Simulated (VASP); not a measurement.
Wanted: the native input for a VASP 6.6.1 run.

```
Task                   : single point
Functional             : PBE
Potentials or basis    : VASP PAW PBE potentials, release 64 (Zr_sv)
Cutoff                 : 500 eV
k mesh                 : 20 × 20 × 20
Occupations            : gaussian, width 0.15 eV
Spin                   : no spin polarisation
Dipole correction      : no
Further INCAR settings : ALGO = Normal; EDIFF = 1e-06; NBANDS = 12
```

The structure of Zr lies in POSCAR:

```
Zr
1.0
   -1.8785589399      1.8785589399      1.6178149591
    1.8785589399     -1.8785589399      1.6178149591
    1.8785589399      1.8785589399     -1.6178149591
Zr
1
Direct
    0.0000000000      0.0000000000      0.0000000000
```

This cell differs from its parent crystal: volume 22.837 Å^3 an atom, c/a of the conventional cell 0.8612.

The input as run:

INCAR

```
SYSTEM = Zr
PREC = Accurate ; ENCUT = 500
EDIFF = 1E-6 ; ISMEAR = 0
SIGMA = 0.15 ; LREAL = .FALSE.
LASPH = .TRUE. ; NELM = 120
ALGO = Normal ; ISIF = 2
LWAVE = .FALSE. ; LCHARG = .FALSE.
GGA = PE ; NBANDS = 12
GGA_COMPAT = .FALSE.
```

KPOINTS

```
regular mesh
0
G
  20 20 20
  0 0 0
```

Potentials or basis: VASP PAW PBE potentials, release 64 (Zr_sv).

Launch:

```bash
$ cat potpaw_PBE.64/Zr_sv/POTCAR > POTCAR
$ mpirun -np 1 vasp_std > vasp.out
```

It gave:

```
Pressure               : 0.4 GPa
Band gap on the k mesh : zero (band 6 reaches 9.83 eV, above the bottom of band 7 at 8.43 eV)
```

Run time: 55 s on 1 thread of Intel(R) Xeon(R) Platinum 8488C (Sapphire Rapids), with other jobs on the host, peak memory 0.27 GiB.
